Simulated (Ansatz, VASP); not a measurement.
**Hf2NbN2 in VASP and in Ansatz**

INCAR

```
PREC = Accurate
ENCUT = 600
EDIFF = 1E-6
ISMEAR = 0
SIGMA = 0.1
LREAL = False
LASPH = True
NELM = 80
ALGO = Normal
ISIF = 3
LWAVE = False
LCHARG = False
GGA = PE
IBRION = 2
NSW = 100
EDIFFG = -0.01
```

File KPOINTS:

```
regular mesh
0
Gamma
  12 12 8
```

Contents of POSCAR:

```
Hf2NbN2
1.0
    4.6992878014      0.0000000000      0.0000000000
   -2.3496439007      4.0697026157      0.0000000000
    0.0000000000      0.0000000000      5.4452665582
Hf Nb N
2 1 2
Direct
    0.0000000000      0.0000000000      0.5000000000
    0.3333333333      0.6666666667      0.5000000000
    0.0000000000      0.0000000000      0.0000000000
    0.3333333333      0.6666666667      0.8850546991
    0.3333333333      0.6666666667      0.1149453009
```

Input for Ansatz:

```yaml
crystal:
  lattice:
    - [4.6992878014, 0.0, 0.0]
    - [-2.3496439007, 4.0697026157, 0.0]
    - [0.0, 0.0, 5.4452665582]
  atoms:
    - { symbol: Hf, position: [0.0, 0.0, 0.5] }
    - { symbol: Hf, position: [0.3333333333, 0.6666666667, 0.5] }
    - { symbol: Nb, position: [0.0, 0.0, 0.0] }
    - { symbol: "N", position: [0.3333333333, 0.6666666667, 0.8850546991] }
    - { symbol: "N", position: [0.3333333333, 0.6666666667, 0.1149453009] }
basis:
  ecutwfc: 420
kpoints:
  mp_grid: { grid: [12, 12, 8] }
hamiltonian:
  xc: pbe
scf:
  occupations: { method: gaussian, width: 0.1 }
output:
  forces: true
  stress: true
  eigenvalues: true
relax:
  adjacent_minimum: "off"
  f_tol: 0.01
  max_steps: 80
  cell: { stress_tol: 0.05 }
```

Alike in both runs: task relaxation of cell and atoms; functional PBE; k mesh 12 × 12 × 8; occupations gaussian, width 0.1 eV; no spin polarisation.

```csv
,VASP,Ansatz
version,VASP 6.6.1,Ansatz 0.2.0
potentials or method,"VASP PAW PBE potentials, release 64 (Hf_pv, Nb_sv, N), cutoff 600 eV","scalar-relativistic, plane waves, PAW"
valence electrons in the cell,43,75
```

Ansatz gave:

- gap on the k mesh at the Fermi level, each at its own relaxed structure (eV): none
- relaxed volume (Å³/atom): 20.92
- relaxed cell length with the largest relative difference (Å): 4.716

Question: Estimate VASP's values.

Answer: gap on the k mesh at the Fermi level, each at its own relaxed structure (eV): none; relaxed volume (Å³/atom): 20.73; relaxed cell length with the largest relative difference (Å): 4.698.

A gap of «none» marks a metal or a gap that the smearing closes. VASP's potentials hold 43 valence electrons a cell and Ansatz's 75, so a difference there can come from the potentials and not from the codes.

Spin-orbit coupling is off throughout. Noted on VASP's run: the standard files for N, O and F lose accuracy on very short bonds.
